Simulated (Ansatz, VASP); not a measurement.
MnS in VASP and in Ansatz

```
CELL_PARAMETERS angstrom
0.00000 2.60450 2.60450
2.60450 0.00000 2.60450
2.60450 2.60450 0.00000
ATOMIC_POSITIONS crystal
Mn 0.00000 0.00000 0.00000
S 0.50000 0.50000 0.50000
```

Alike in both runs: task single point; functional PBE; dispersion D3(BJ); k mesh 9 × 9 × 9; occupations fermi-dirac, width 0.05 eV; collinear spin.

|  | VASP | Ansatz |
| --- | --- | --- |
| version | VASP 6.6.1 | Ansatz 0.2.0 |
| potentials or method | VASP PAW PBE potentials, release 64 (Mn_pv, S) | Ansatz PAW |
| plane-wave cutoff (eV) | 520 | 420 |
| valence electrons in the cell | 19 | 21 |

|  | VASP | Ansatz | Ansatz less VASP |
| --- | --- | --- | --- |
| gap on the k mesh at the Fermi level (eV) | none | none | - |
| pressure (GPa) | -6.7 | -6.7 | 0.00 |
| net moment per atom (μB) | 2.36 | 2.36 | -0.001 |
| size of the moment on the site where the two differ most (μB) | 4.26 | 4.21 | -0.048 |

Site moments also hang on the region over which each program counts them. A gap of «none» marks a metal or a gap that the smearing closes. VASP's potentials hold 19 valence electrons a cell and Ansatz's 21, so a difference there can come from the potentials and not from the codes.
